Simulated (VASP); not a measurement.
# TiO2 (P4_2/mnm) in VASP: a series of runs

Runs on TiO2. Level: PBE. Tasks: single point.

Everything below comes from runs of VASP 6.6.1. Logs are shortened: lines on timing, memory, paths and dates and some standing lists are left out, and cuts for length are marked.

**1. The cell of the first run**

It takes space group P4_2/mnm (No. 136, tetragonal). The conventional cell has a = 4.381 Å, b = 4.381 Å, c = 2.797 Å, α = 90.00°, β = 90.00°, γ = 90.00°. Within 2.5 Å of Ti (site symmetry mmm) lie 6 O at 1.85 to 1.89 Å. O (site symmetry m2m) has 3 Ti at 1.85 to 1.89 Å and 1 O at 2.42 Å within 2.5 Å.

**2. Single point, PBE (8.95 Å³/atom)**

Input file INCAR:

```
SYSTEM = TiO2
ALGO = Normal
EDIFF = 1E-6
ENCUT = 520
GGA = PE
ISIF = 2
ISMEAR = 0
LASPH = .TRUE.
LCHARG = .FALSE.
LREAL = .FALSE.
LWAVE = .FALSE.
NBANDS = 33
NELM = 100
PREC = Accurate
SIGMA = 0.05
```

Input file KPOINTS:

```
k-points
0
G
  8 8 10
  0 0 0
```

Input file POSCAR:

```
TiO2
1.0
    4.3812918186      0.0000000000      0.0000000000
    0.0000000000      4.3812918186      0.0000000000
    0.0000000000      0.0000000000      2.7965611915
Ti O
2 4
Direct
    0.0000000000      0.0000000000      0.0000000000
    0.5000000000      0.5000000000      0.5000000000
    0.3050970583      0.3050970583      0.0000000000
    0.1949029417      0.8050970583      0.5000000000
    0.6949029417      0.6949029417      0.0000000000
    0.8050970583      0.1949029417      0.5000000000
```

Potentials or basis: VASP PAW PBE potentials, release 64 (Ti_sv, O).

Started as:

```bash
cat potpaw_PBE.64/Ti_sv/POTCAR potpaw_PBE.64/O/POTCAR > POTCAR
mpirun -np 1 vasp_std > vasp.out
```

OUTCAR:

```text
SYSTEM = TiO2
   EDIFF = 1E-6
   ENCUT = 520
   GGA = PE
   ISIF = 2
   ISMEAR = 0
   LASPH = .TRUE.
   LREAL = .FALSE.
   NELM = 100
   PREC = Accurate

 ion  position               nearest neighbor table
   1  0.000  0.000  0.000-   4 1.85   6 1.85   4 1.85   6 1.85   5 1.89   3 1.89
   2  0.500  0.500  0.500-   3 1.85   5 1.85   3 1.85   5 1.85   4 1.89   6 1.89
   3  0.305  0.305  0.000-   2 1.85   2 1.85   1 1.89
   4  0.195  0.805  0.500-   1 1.85   1 1.85   2 1.89
   5  0.695  0.695  0.000-   2 1.85   2 1.85   1 1.89
   6  0.805  0.195  0.500-   1 1.85   1 1.85   2 1.89

  LATTYP: Found a simple tetragonal cell.
 ALAT       =     4.3812918186
 C/A-ratio  =     0.6382960340

  Lattice vectors:

 A1 = (   4.3812918186,   0.0000000000,   0.0000000000)
 A2 = (   0.0000000000,   4.3812918186,   0.0000000000)
 A3 = (   0.0000000000,   0.0000000000,   2.7965611915)

Analysis of symmetry for initial positions (statically):
=====================================================================
 Subroutine PRICEL returns:
 Original cell was already a primitive cell.

 Routine SETGRP: Setting up the symmetry group for a
 simple tetragonal supercell.

 Subroutine GETGRP returns: Found 16 space group operations
 (whereof  8 operations were pure point group operations)
 out of a pool of 16 trial point group operations.

The static configuration has the point symmetry D_2h.
 The point group associated with its full space group is D_4h.

Analysis of symmetry for dynamics (positions and initial velocities):
=====================================================================
 Subroutine PRICEL returns:
 Original cell was already a primitive cell.

 Routine SETGRP: Setting up the symmetry group for a
 simple tetragonal supercell.

 Subroutine GETGRP returns: Found 16 space group operations
 (whereof  8 operations were pure point group operations)
 out of a pool of 16 trial point group operations.

The dynamic configuration has the point symmetry D_2h.
 The point group associated with its full space group is D_4h.

 Subroutine INISYM returns: Found 16 space group operations
 (whereof  8 operations are pure point group operations),
 and found     1 'primitive' translations

----------------------------------------------------------------------------------------

                                     Primitive cell

  volume of cell :      53.6820

  direct lattice vectors                    reciprocal lattice vectors
     4.381291819  0.000000000  0.000000000     0.228243185  0.000000000  0.000000000
     0.000000000  4.381291819  0.000000000     0.000000000  0.228243185  0.000000000
     0.000000000  0.000000000  2.796561191     0.000000000  0.000000000  0.357582020

  length of vectors
     4.381291819  4.381291819  2.796561191     0.228243185  0.228243185  0.357582020

  position of ions in fractional coordinates (direct lattice)
     0.000000000  0.000000000  0.000000000
     0.500000000  0.500000000  0.500000000
     0.305097058  0.305097058  0.000000000
     0.194902942  0.805097058  0.500000000
     0.694902942  0.694902942  0.000000000
     0.805097058  0.194902942  0.500000000

  ion indices of the primitive-cell ions
   primitive index   ion index
                 1           1
                 2           2
                 3           3
                 4           4
                 5           5
                 6           6

----------------------------------------------------------------------------------------

 KPOINTS: k-points

Automatic generation of k-mesh.
 Grid dimensions read from file:
 generate k-points for:    8    8   10

 Generating k-lattice:

  Cartesian coordinates                     Fractional coordinates (reciprocal lattice)
     0.028530398  0.000000000  0.000000000     0.125000000  0.000000000  0.000000000
     0.000000000  0.028530398  0.000000000     0.000000000  0.125000000  0.000000000
     0.000000000  0.000000000  0.035758202     0.000000000  0.000000000  0.100000000

  Length of vectors
     0.028530398  0.028530398  0.035758202

  Shift w.r.t. Gamma in fractional coordinates (k-lattice)
     0.000000000  0.000000000  0.000000000

 Subroutine IBZKPT returns following result:
 ===========================================

 Found     90 irreducible k-points:

 Following reciprocal coordinates:
            Coordinates               Weight
  0.000000  0.000000  0.000000      1.000000
  0.125000  0.000000  0.000000      4.000000
  0.250000  0.000000  0.000000      4.000000
  0.375000  0.000000  0.000000      4.000000
  0.500000  0.000000  0.000000      2.000000
  0.125000  0.125000  0.000000      4.000000
[... 16 lines left out ...]
  0.375000  0.125000  0.100000     16.000000
  0.500000  0.125000  0.100000      8.000000
 [... further k-points ...]
   k-points           NKPTS =     90   k-points in BZ     NKDIM =     90   number of bands    NBANDS=     33
   number of dos      NEDOS =    301   number of ions     NIONS =      6
   total plane-waves  NPLWV =  31104
   dimension x,y,z NGX =    36 NGY =   36 NGZ =   24
   dimension x,y,z NGXF=    72 NGYF=   72 NGZF=   48
   ions per type =               2   4
   NGX,Y,Z   is equivalent  to a cutoff of  13.66, 13.66, 14.27 a.u.
   NGXF,Y,Z  is equivalent  to a cutoff of  27.32, 27.32, 28.53 a.u.
 SYSTEM =  TiO2
   PREC   = accura    normal or accurate (medium, high low for compatibility)
   ISTART =      0    job   : 0-new  1-cont  2-samecut
   ICHARG =      2    charge: 1-file 2-atom 10-const
   ISPIN  =      1    spin polarized calculation?
   LNONCOLLINEAR =      F non collinear calculations
   LSORBIT =      F    spin-orbit coupling
   LASPH  =      T    aspherical Exc in radial PAW
   ENCUT  =  520.0 eV  38.22 Ry    6.18 a.u.   8.15  8.15  5.20*2*pi/ulx,y,z
   NELM   =    100;   NELMIN=  2; NELMDL= -5     # of ELM steps
   EDIFF  = 0.1E-05   stopping-criterion for ELM
   LREAL  =      F    real-space projection
   EDIFFG = 0.1E-04   stopping-criterion for IOM
   NSW    =      0    number of steps for IOM
   IBRION =     -1    ionic relax: 0-MD 1-quasi-New 2-CG
   NFREE  =      0    steps in history (QN), initial steepest desc. (CG)
   ISIF   =      2    stress and relaxation
   ISYM   =      2    0-nonsym 1-usesym 2-fastsym
   POTIM  = 0.5000    time-step for ionic-motion
   TEBEG  =    0.0;   TEEND  =   0.0 temperature during run
   PSTRESS=    0.0 pullay stress
   NELECT =      48.0000    total number of electrons
   NUPDOWN=      -1.0000    fix difference up-down
   EMIN   =  10.00;   EMAX   =-10.00  energy-range for DOS
   EFERMI =   0.00;   METHOD = LEGACY
   ISMEAR =     0;   SIGMA  =   0.05  broadening in eV -4-tet -1-fermi 0-gaus
   EFERMI_NEDOS =   21; number of points for ismear=-14 and -15
   IALGO  =     38    algorithm
   IMIX   =      4    mixing-type and parameters
     AMIX     =   0.40;   BMIX     =  1.00
     AMIX_MAG =   1.60;   BMIX_MAG =  1.00
  volume/ion in A,a.u.               =       8.95        60.38
  Fermi-wavevector in a.u.,A,eV,Ry     =   1.577172  2.980423 33.844098  2.487471
  Thomas-Fermi vector in A             =   2.677894
   LORBIT       =      0    0 simple, 1 ext, 2 COOP (PROOUT), +10 PAW based schemes
   GGA     = PE    functional components
   LHFCALC =     F    Hartree Fock is set to
   AEXX    =    0.0000 exact exchange contribution
   IVDW    =     0    specifies the selected vdW correction
   LEPSILON=     F    determine dielectric tensor
   LRPA    =     F    only Hartree local field effects (RPA)
 non-spin polarized calculation
 Gauss-broadening in eV      SIGMA  =   0.05
  energy-cutoff  :      520.00
  volume of cell :       53.68
 maximum number of plane-waves:      1472
 NGX is ok and might be reduce to    36
   NGX = 17   NGY = 17   NGZ = 11

 number of electron      47.9999992 magnetization

 Free energy of the ion-electron system (eV)
  ---------------------------------------------------
  ext. energy  EPLUGINS =         0.00000000
  ---------------------------------------------------
  free energy    TOTEN  =       -52.03579224 eV

  energy without entropy =      -52.03579224  energy(sigma->0) =      -52.03579224

 E-fermi :   6.8478     XC(G=0): -12.2344

 val. band max:        6.4618289671   @ k =   0.0000   0.0000   0.0000
 cond. band min:       8.7278034282   @ k =   0.0000   0.0000   0.0000
 fundamental gap:      2.2659744611
 Fermi energy:         6.8477903302

 k-point     1 :       0.0000    0.0000    0.0000
  band No.  band energies     occupation
      1     -49.8760      2.00000
      2     -49.8383      2.00000
      3     -26.3861      2.00000
      4     -26.3861      2.00000
      5     -26.0674      2.00000
      6     -26.0674      2.00000
[... 25 lines left out ...]
     32      14.6277      0.00000
     33      14.6277      0.00000

 k-point     2 :       0.1250    0.0000    0.0000
  band No.  band energies     occupation
      1     -49.8746      2.00000
      2     -49.8397      2.00000
      3     -26.3766      2.00000
      4     -26.3754      2.00000
      5     -26.0800      2.00000
      6     -26.0787      2.00000
[... 25 lines left out ...]
     32      14.5572      0.00000
     33      14.5847      0.00000

 k-point     3 :       0.2500    0.0000    0.0000
  band No.  band energies     occupation
      1     -49.8705      2.00000
      2     -49.8438      2.00000
      3     -26.3495      2.00000
      4     -26.3454      2.00000
      5     -26.1146      2.00000
      6     -26.1102      2.00000
[... 25 lines left out ...]
     32      14.3820      0.00000
     33      14.4240      0.00000

 k-point     4 :       0.3750    0.0000    0.0000
  band No.  band energies     occupation
      1     -49.8643      2.00000
      2     -49.8498      2.00000
      3     -26.3102      2.00000
      4     -26.3042      2.00000
      5     -26.1601      2.00000
      6     -26.1538      2.00000
[... 673 lines left out ...]
     32      13.9346      0.00000
     33      14.3731      0.00000

 k-point    23 :       0.3750    0.1250    0.1000
  band No.  band energies     occupation
      1     -49.8554      2.00000
      2     -49.8427      2.00000
      3     -26.3370      2.00000
      4     -26.2623      2.00000
      5     -26.1885      2.00000
      6     -26.1078      2.00000
[... 25 lines left out ...]
     32      13.8424      0.00000
     33      14.2071      0.00000

 k-point    24 :       0.5000    0.1250    0.1000
  band No.  band energies     occupation
      1     -49.8490      2.00000
      2     -49.8490      2.00000
      3     -26.2974      2.00000
      4     -26.2974      2.00000
      5     -26.1528      2.00000
      6     -26.1528      2.00000
[... 25 lines left out ...]
     32      13.7548      0.00000
     33      14.2526      0.00000

 [... further k-points ...]

------------------------ aborting loop because EDIFF is reached ----------------------------------------

  FORCE on cell =-STRESS in cart. coord.  units (eV):
  Direction    XX          YY          ZZ          XY          YZ          ZX
  --------------------------------------------------------------------------------------
  -------------------------------------------------------------------------------------
  Total       17.6721120     17.6721120     23.2214997      0.0000000      0.0000000      0.0000000
  in kB      527.4367055    527.4367055    693.0621147      0.0000000      0.0000000      0.0000000
  external PRESSURE =     582.6451753 kB  Pullay stress =       0.0000000 kB

 VOLUME and BASIS-vectors are now :
 -----------------------------------------------------------------------------
  energy-cutoff  :      520.00
  volume of cell :       53.68
      direct lattice vectors                 reciprocal lattice vectors
     4.381291819  0.000000000  0.000000000     0.228243185  0.000000000  0.000000000
     0.000000000  4.381291819  0.000000000     0.000000000  0.228243185  0.000000000
     0.000000000  0.000000000  2.796561191     0.000000000  0.000000000  0.357582020

 POSITION                                       TOTAL-FORCE (eV/Angst)
 -----------------------------------------------------------------------------------
      0.00000      0.00000      0.00000         0.000000      0.000000     -0.000000
      2.19065      2.19065      1.39828         0.000000      0.000000     -0.000000
      1.33672      1.33672      0.00000        -0.816778     -0.816778      0.000000
      0.85393      3.52737      1.39828         0.816778     -0.816778     -0.000000
      3.04457      3.04457      0.00000         0.816778      0.816778     -0.000000
      3.52737      0.85393      1.39828        -0.816778      0.816778     -0.000000
 -----------------------------------------------------------------------------------
    total drift:                               -0.000000      0.000000     -0.000000

  FREE ENERGIE OF THE ION-ELECTRON SYSTEM (eV)
  ---------------------------------------------------
  free  energy   TOTEN  =       -52.0357922404 eV

  energy  without entropy=      -52.0357922404  energy(sigma->0) =      -52.03579224
```

Run time: 57 s. Hardware: 1 thread of Intel Xeon 6975P-C (Granite Rapids), shared host; peak memory 0.25 GiB.

What came out:

```yaml
Free_energy: -52.0358 eV
Pressure: 58.3 GPa
Largest_force: 1.155 eV/Å
Band_gap_on_the_k_mesh: 2.27 eV
```

Forces in eV/Å, atoms in the order of the input:
```
Ti   0.000  0.000  0.000
Ti   0.000  0.000  0.000
O   -0.817 -0.817  0.000
O    0.817 -0.817  0.000
O    0.817  0.817  0.000
O   -0.817  0.817  0.000
```

Caveat: the cell stands under pressure; forces of over 1 eV/Å act on the atoms, so gaps and moduli don't describe the material at rest.

(Continued in part 2 of 2.)
